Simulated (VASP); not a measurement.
Crystal: ZrC.

```xyz
4
Lattice="3.3687 0.0000 0.0000 -1.6844 2.9174 0.0000 0.0000 0.0000 5.2545" Properties=species:S:1:pos:R:3 pbc="T T T"
Zr    1.6844    0.9725    3.9409
Zr    0.0000    1.9449    1.3136
C     0.0000    0.0000    2.6273
C     0.0000    0.0000    0.0000
```

Base run:

```yaml
Program: VASP 6.6.1
Functional: PBE
Potentials_or_basis: VASP PAW PBE potentials, release 64 (Zr_sv, C)
Cutoff: 520 eV
k_mesh: 9 × 9 × 5
Occupations: fermi-dirac, width 0.05 eV
Spin: no spin polarisation
```

Its results: band gap on the k mesh zero (band 16 reaches 10.95 eV, above the bottom of band 17 at 9.95 eV); pressure 2.4 GPa.

**Question.** The run is repeated on the same cell with these changes: functional from PBE to LDA; potentials or basis from VASP PAW PBE potentials, release 64 (Zr_sv, C) to VASP PAW LDA potentials, release 64 (Zr_sv, C). What comes out?

**Answer.** Band gap on the k mesh zero (band 16 reaches 10.73 eV, above the bottom of band 17 at 9.77 eV); pressure -7.0 GPa.
